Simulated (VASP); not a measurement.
Wanted: the native input for a VASP 6.6.1 run.

```
Task                   : single point
Functional             : PBEsol
Potentials or basis    : VASP PAW PBE potentials, release 64 (Ti_sv, O)
Cutoff                 : 600 eV
k mesh                 : 2 × 2 × 1
Occupations            : fermi-dirac, width 0.05 eV
Spin                   : no spin polarisation
Dipole correction      : no
Further INCAR settings : ALGO = Normal; EDIFF = 1e-06; NBANDS = 60
```

The structure of TiO2 lies in POSCAR:

```
TiO2
1.0
    4.4254840000      0.0000000000      0.0000000000
    0.0000000000      4.4254840000      0.0000000000
    0.0000000000      0.0000000000      5.6806720000
Ti O
4 8
Direct
    0.9742810000      0.9963390000      0.9919930000
    0.0040600000      0.9917580000      0.5064280000
    0.5037920000      0.5129380000      0.2420420000
    0.5056550000      0.5094620000      0.7551590000
    0.3099520000      0.3165580000      0.9976120000
    0.3159370000      0.3173910000      0.5021140000
    0.6827340000      0.7228550000      0.9912910000
    0.7043780000      0.6877810000      0.5031260000
    0.1966100000      0.8163690000      0.2383010000
    0.1989780000      0.7926270000      0.7558600000
    0.8106450000      0.1953220000      0.2585810000
    0.8087990000      0.1845140000      0.7562670000
```

These files were run (other wordings do the same):

INCAR

```
SYSTEM = TiO2
PREC = Accurate ; ENCUT = 600
EDIFF = 1E-6 ; ISMEAR = -1
SIGMA = 0.05 ; LREAL = .False.
LASPH = .True. ; NELM = 120
ALGO = Normal ; ISIF = 2
LWAVE = .False. ; LCHARG = .False.
GGA = PS ; NBANDS = 60
GGA_COMPAT = .False.
```

KPOINTS

```
regular mesh
0
Gamma
  2 2 1
  0 0 0
```

Potentials or basis: VASP PAW PBE potentials, release 64 (Ti_sv, O).

Launch:

```console
$ cat potpaw_PBE.64/Ti_sv/POTCAR potpaw_PBE.64/O/POTCAR > POTCAR
$ mpirun -np 1 vasp_std > vasp.out
```

Results of the run:

```
Pressure               : 39.3 GPa
Largest force          : 3.326 eV/Å
Band gap on the k mesh : 1.94 eV, indirect (least direct gap 2.01 eV)
```

Caveat: the k points lie up to 1.11 Å⁻¹ apart; the PAW data sets were made with another functional, which shifts forces and pressure a little.

Wall time 40 s on 1 thread of Intel(R) Xeon(R) Platinum 8259CL CPU @ 2.50GHz (Skylake/Cascade Lake) (shared host), peak memory 0.24 GiB.
